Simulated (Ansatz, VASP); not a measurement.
**MgO: VASP beside Ansatz**

```
CELL_PARAMETERS angstrom
2.84959 0.00000 0.00000
-1.42480 2.62047 0.00000
0.00000 0.00000 2.67979
ATOMIC_POSITIONS crystal
Mg 0.00000 0.00000 0.00000
O 0.33333 0.66667 0.50000
```

Change from the starting cell: strain -0.0300 x Voigt [1, -1, 0, 0, 0, 0], atoms carried along.

Alike in both runs: task single point; functional PBE; k mesh 12 × 12 × 8; occupations gaussian, width 0.05 eV; no spin polarisation.

```csv
,VASP,Ansatz
version,VASP 6.6.1,Ansatz 0.2.0
potentials or method,"VASP PAW PBE potentials, release 64 (Mg, O), cutoff 520 eV","scalar-relativistic, plane waves, PAW"
valence electrons in the cell,8,16
```

|  | VASP | Ansatz | Ansatz less VASP |
| --- | --- | --- | --- |
| gap on the k mesh at the Fermi level (eV) | 2.92 | 2.94 | +0.024 |
| least direct gap on the mesh (eV) | 3.38 | 3.40 | +0.018 |
| pressure (GPa) | -0.3 | 0.4 | +0.64 |
| traceless stress, the component that is largest in VASP (GPa) | 7.78 | 7.66 | -0.121 |
| rms of the force components (eV/Å) | 0.011 | 0.012 | +0.0010 |

Atom by atom the forces differ by 0.001 eV/Å (rms over components). The functional is the same, so the differences come from potentials, cutoffs and numerics. VASP's potentials hold 8 valence electrons a cell and Ansatz's 16, so a difference there can come from the potentials and not from the codes.
